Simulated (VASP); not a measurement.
Input of a VASP 6.6.1 run:

The input INCAR:

```
SYSTEM = Si6Ni3B
PREC     = Accurate       ! precision mode
ENCUT    = 520            ! plane-wave cutoff, eV
EDIFF    = 1E-6           ! SCF threshold, eV
ISMEAR   = 0              ! smearing method
SIGMA    = 0.1            ! smearing width, eV
LREAL    = .FALSE.        ! projectors in reciprocal space
LASPH    = .TRUE.         ! aspherical terms in the spheres
NELM     = 100            ! most SCF steps
ALGO     = Fast           ! electronic algorithm
ISIF     = 2              ! what is computed and relaxed
LWAVE    = .FALSE.        ! write WAVECAR
LCHARG   = .FALSE.        ! write CHGCAR
LDIPOL   = .TRUE.       
IDIPOL   = 3            
DIPOL    = 0.5 0.5 0.482
GGA      = PS             ! functional
IBRION   = 2              ! ionic algorithm
NSW      = 90             ! ionic steps
EDIFFG   = -0.03          ! ionic threshold
```

Contents of KPOINTS:

```
regular mesh
0
G
  9 9 1
  0 0 0
```

The input POSCAR:

```
Si6Ni3B
1.0
    3.8123023566      0.0000000000      0.0000000000
   -1.9061511783      3.3015506877      0.0000000000
    0.0000000000      0.0000000000     26.7818295990
Si Ni B
6 3 1
Selective dynamics
Direct
    0.0000000000      0.0000000000      0.3173793623  F F F
    0.3333333333      0.6666666667      0.3754921180  F F F
    0.6666666667      0.3333333333      0.4336048737  F F F
    0.0000000000      0.0000000000      0.4921738523  T T T
    0.3333333333      0.6666666667      0.5508695987  T T T
    0.6666666667      0.3333333333      0.6033679212  T T T
    0.6666666667      0.3333333333      0.3464357401  F F F
    0.3333333333      0.6666666667      0.4630421945  T T T
    0.0000000000      0.0000000000      0.5777833258  T T T
    0.0000000000      0.0000000000      0.6556421691  T T T
```

Potentials or basis: VASP PAW PBE potentials, release 64 (Si, Ni, B).

Launch:

```sh
$ cat potpaw_PBE.64/Si/POTCAR potpaw_PBE.64/Ni/POTCAR potpaw_PBE.64/B/POTCAR > POTCAR
$ mpirun -np 1 vasp_std > vasp.out
```

**Question.** Estimate the band gap on the k mesh.

**Answer.** Zero (an odd number of electrons rules out a gap without spin polarisation).

**Question.** Estimate the energy gained by relaxing.

**Answer.** 157.5 meV/atom.

Step by step:
```tsv
step	energy change (eV)	largest force on free atoms (eV/Å)	pressure (GPa)
1	0.0000	2.2319	-1.46
2	-0.3193	1.9425	-1.80
3	-0.9960	1.6385	-2.13
4	1.7536	17.3501	1.67
5	-1.0382	2.1618	-2.04
6	-1.2925	0.9796	-2.39
7	-1.3953	1.1076	-2.45
8	-1.4651	0.8162	-2.48
9	-1.4724	0.6901	-2.48
10	-1.4939	0.3883	-2.61
11	-1.4954	0.4099	-2.66
12	-1.5107	0.2879	-2.83
13	-1.5185	0.3333	-3.08
14	-1.5323	0.3220	-3.17
15	-1.5497	0.2877	-3.45
16	-1.5619	0.2363	-3.59
17	-1.5663	0.2104	-3.74
18	-1.5721	0.1357	-3.84
19	-1.5722	0.1391	-3.81
20	-1.5746	0.0722	-3.88
21	-1.5747	0.0665	-3.89
22	-1.5750	0.0214	-3.90
```

Caveat: the PAW data sets were made with another functional, which shifts forces and pressure a little; an odd number of electrons without spin polarisation forces a metal; a magnetic or distorted state may lie lower. Spin polarisation is off, so any magnetic state and its effect on volume and gap are missing.
